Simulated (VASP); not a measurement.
ZnS:

```
Zn S
1.0
     3.79704    0.00000    0.00000
    -1.89852    3.28834    0.00000
     0.00000    0.00000   12.43597
Zn S
4 4
Direct
  0.66667 0.33333 0.75000
  0.33333 0.66667 0.25000
  0.00000 0.00000 0.50000
  0.00000 0.00000 0.00000
  0.66667 0.33333 0.93750
  0.33333 0.66667 0.43750
  0.00000 0.00000 0.68750
  0.00000 0.00000 0.18750
```

Base run:

* Program: VASP 6.6.1
* Functional: RPBE
* Potentials or basis: VASP PAW PBE potentials, release 64 (Zn, S)
* Cutoff: 520 eV
* k mesh: 8 × 8 × 3
* Occupations: fermi-dirac, width 0.05 eV
* Spin: no spin polarisation

Its results: band gap on the k mesh 2.39 eV; pressure 5.7 GPa; largest force 0.049 eV/Å.

**Question.** The run is repeated on the same cell with these changes: functional from RPBE to revPBE; dispersion from none to D3(BJ). What comes out?

**Answer.** Band gap on the k mesh 2.35 eV; pressure -0.8 GPa; largest force 0.058 eV/Å.

Several settings changed at once.

Caveats: the PAW data sets were made with another functional, which shifts forces and pressure a little; an odd mesh through Γ misses points on the zone boundary, where band edges can lie; the cell stands under pressure (at least some runs).
